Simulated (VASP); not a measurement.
Write the native input for VASP 6.6.1 that does the following.

```yaml
Task: electric field gradients
Functional: PBE
Potentials_or_basis: VASP PAW PBE potentials, release 64 (W_sv, C)
Cutoff: 520 eV
k_mesh: 13 × 13 × 12
Occupations: fermi-dirac, width 0.05 eV
Spin: no spin polarisation
Dipole_correction: no
Further_INCAR_settings: ALGO = Normal; EDIFF = 1e-08; NBANDS = 16
```

The structure of WC lies in POSCAR:

```
WC
1.0
    2.8424914073      0.0000000000      0.0000000000
   -1.4212457036      2.4616697688      0.0000000000
    0.0000000000      0.0000000000      2.8290000000
W C
1 1
Direct
    0.0000000000      0.0000000000      0.0000000000
    0.6666666667      0.3333333333      0.5000000000
```

This cell differs from its parent crystal: equal xx and yy strain of -2 %.

The input as run:

INCAR

```
PREC = Accurate
ENCUT = 520
EDIFF = 1E-8
ISMEAR = -1
SIGMA = 0.05
LREAL = False
LASPH = True
NELM = 80
ALGO = Normal
ISIF = 2
LWAVE = False
LCHARG = False
GGA = PE
LEFG = True
NBANDS = 16
```

KPOINTS

```
Automatic mesh
0
Gamma
  13 13 12
```

Potentials or basis: VASP PAW PBE potentials, release 64 (W_sv, C).

The run is started by

```console
$ cat potpaw_PBE.64/W_sv/POTCAR potpaw_PBE.64/C/POTCAR > POTCAR
$ mpirun -np 1 vasp_std > vasp.out
```

Results of the run:

- Pressure: 27.5 GPa
- Band gap on the k mesh: zero (band 9 reaches 12.50 eV, above the bottom of band 10 at 11.11 eV)

Caveat: the cell differs from its parent crystal (equal xx and yy strain of -2 %); without QUAD_EFG the Cq values of the log hold for a quadrupole moment of 1 mb, not for the nuclei; spin-orbit coupling is left out, which moves the levels of the heavy elements.

Wall time 52 s on 1 thread of Intel Xeon 8259CL, with other jobs on the host, peak memory 0.18 GiB.
